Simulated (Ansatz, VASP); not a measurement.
## One calculation of LiH, two programs

Contents of INCAR:

```
PREC = Accurate
ENCUT = 520
EDIFF = 1E-6
ISMEAR = 0
SIGMA = 0.1
LREAL = F
LASPH = T
NELM = 80
ALGO = Normal
ISIF = 2
LWAVE = F
LCHARG = F
GGA = CA
NBANDS = 9
```

File KPOINTS:

```
Automatic mesh
0
Gamma
  10 10 10
```

The input POSCAR:

```
LiH
1.0
    0.0000000000      2.0350516256      2.0350516256
    2.0350516256      0.0000000000      2.0350516256
    2.0350516256      2.0350516256      0.0000000000
Li H
1 1
Direct
    0.0000000000      0.0000000000      0.0000000000
    0.5000000000      0.5000000000      0.5000000000
```

Input for Ansatz:

```yaml
crystal:
  lattice:
    - [0.0, 2.0350516256, 2.0350516256]
    - [2.0350516256, 0.0, 2.0350516256]
    - [2.0350516256, 2.0350516256, 0.0]
  atoms:
    - { symbol: Li, position: [0.0, 0.0, 0.0] }
    - { symbol: H, position: [0.5, 0.5, 0.5] }
basis:
  ecutwfc: 420
kpoints:
  mp_grid: { grid: [10, 10, 10] }
hamiltonian:
  xc: lda
scf:
  occupations: { method: gaussian, width: 0.1 }
output:
  forces: true
  stress: true
  eigenvalues: true
  optics: { e_range: [0, 10], sigma: 0.2 }
```

Alike in both runs: task single point; functional LDA; k mesh 10 × 10 × 10; occupations gaussian, width 0.1 eV; no spin polarisation.

```csv
,VASP,Ansatz
version,VASP 6.6.1,Ansatz 0.2.0
potentials or method,"VASP PAW LDA potentials, release 64 (Li_sv, H), cutoff 520 eV","scalar-relativistic, plane waves, PAW"
valence electrons in the cell,4,4
```

```tsv
	VASP	Ansatz	Ansatz less VASP
gap on the k mesh at the Fermi level (eV)	2.65	2.65	+0.008
least direct gap on the mesh (eV)	2.65	2.65	+0.008
```

LDA's correlation is that of Perdew and Zunger in VASP and of Perdew and Wang (1992) in Ansatz.

Noted on VASP's run: the cutoff is short for stress, so the pressure is rough.
